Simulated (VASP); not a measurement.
The system is MgB2.

```
Mg B
1.0
     3.08500    0.00000    0.00000
    -1.54250    2.67169    0.00000
     0.00000    0.00000    3.52300
Mg B
1 2
Cartesian
  0.0000 0.0000 0.0000
  0.0000 1.7811 1.7615
  1.5425 0.8906 1.7615
```

Base run:

- Program: VASP 6.6.1
- Functional: revPBE
- Potentials or basis: VASP PAW PBE potentials, release 64 (Mg, B)
- Cutoff: 520 eV
- k mesh: 15 × 15 × 12
- Occupations: fermi-dirac, width 0.05 eV
- Spin: no spin polarisation

Its results: band gap on the k mesh zero (band 4 reaches 7.15 eV, above the bottom of band 5 at 3.34 eV); pressure 1.3 GPa.

**Question.** The run is repeated on the same cell with these changes: functional from revPBE to PBE. What comes out?

**Answer.** Band gap on the k mesh zero (band 4 reaches 7.06 eV, above the bottom of band 5 at 3.26 eV); pressure -1.3 GPa.

PBE binds more tightly than revPBE, so the same cell stands under less pressure.

Caveats: the PAW data sets were made with another functional, which shifts forces and pressure a little (some runs).
